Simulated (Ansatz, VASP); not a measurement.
One calculation of CdS, two programs

The input INCAR:

```
SYSTEM = CdS
  ALGO = Normal
  EDIFF = 1E-7
  ENCUT = 520
  GGA = PE
  ISIF = 2
  ISMEAR = -1
  LASPH = .TRUE.
  LCHARG = .FALSE.
  LREAL = .FALSE.
  LWAVE = .FALSE.
  NBANDS = 16
  NELM = 80
  PREC = Accurate
  SIGMA = 0.02
```

File KPOINTS:

```
k-points
0
G
  8 8 8
  0 0 0
```

Contents of POSCAR:

```
CdS
1.0
    3.3869086165      0.0000000000      0.0000000000
    0.0000000000      3.3869086165      0.0000000000
    0.0000000000      0.0000000000      3.3869086165
Cd S
1 1
Direct
    0.0000000000      0.0000000000      0.0000000000
    0.5000000000      0.5000000000      0.5000000000
```

Input for Ansatz:

```yaml
crystal:
  lattice:
    - [3.3869086165, 0.0, 0.0]
    - [0.0, 3.3869086165, 0.0]
    - [0.0, 0.0, 3.3869086165]
  atoms:
    - { symbol: Cd, position: [0.0, 0.0, 0.0] }
    - { symbol: S, position: [0.5, 0.5, 0.5] }
kpoints:
  mp_grid: { grid: [8, 8, 8] }
  band_path:
    path:
      - [[0.0, 0.0, 0.0], [4.891912726327e-51, 0.5, -1.895464923395e-35], [0.5, 0.5, 1.326825446376e-34], [0.0, 0.0, 0.0], [0.5, 0.5, 0.5], [4.891912726327e-51, 0.5, -1.895464923395e-35]]
      - [[0.5, 0.5, 0.5], [0.5, 0.5, 1.326825446376e-34]]
    npoints: 10
hamiltonian:
  xc: pbe
scf:
  occupations: { method: fermi_dirac, width: 0.02 }
  n_extra_bands: 4
output:
  forces: true
  stress: true
  eigenvalues: true
```

Alike in both runs: task single point; functional PBE; k mesh 8 × 8 × 8; occupations fermi-dirac, width 0.02 eV; no spin polarisation.

```csv
,VASP,Ansatz
version,VASP 6.6.1,Ansatz 0.2.0
potentials or method,"VASP PAW PBE potentials, release 64 (Cd, S)","plane waves, PAW"
plane-wave cutoff (eV),520,420
valence electrons in the cell,18,26
```

Ansatz gave:

* pressure (GPa): 1.4

Task: Estimate VASP's values.

Result: Pressure (GPa): 1.8.

VASP's potentials hold 18 valence electrons a cell and Ansatz's 26, so a difference there can come from the potentials and not from the codes.
